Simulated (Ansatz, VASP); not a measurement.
# Cd: VASP beside Ansatz

```
Cd
1.0
     0.00000    2.60854    1.77302
     2.60854    0.00000    1.77302
     2.60854    2.60854    0.00000
Cd
1
Cartesian
  0.0000 0.0000 0.0000
```

Alike in both runs: task single point; functional PBE; k mesh 18 × 18 × 18; occupations gaussian, width 0.15 eV; no spin polarisation.

|  | VASP | Ansatz |
| --- | --- | --- |
| version | VASP 6.6.1 | Ansatz 0.2.0 |
| potentials or method | VASP PAW PBE potentials, release 64 (Cd), cutoff 520 eV | scalar-relativistic, plane waves, PAW |
| valence electrons in the cell | 12 | 20 |

VASP gave:

```
gap on the k mesh at the Fermi level (eV)                     : none
pressure (GPa)                                                : -0.8
traceless stress, the component that is largest in VASP (GPa) : -0.56
```

Which values does Ansatz return?

gap on the k mesh at the Fermi level (eV): none; pressure (GPa): -1.0; traceless stress, the component that is largest in VASP (GPa): -0.56.

A gap of «none» marks a metal or a gap that the smearing closes. The functional is the same, so the differences come from potentials, cutoffs and numerics. VASP's potentials hold 12 valence electrons a cell and Ansatz's 20, so a difference there can come from the potentials and not from the codes.
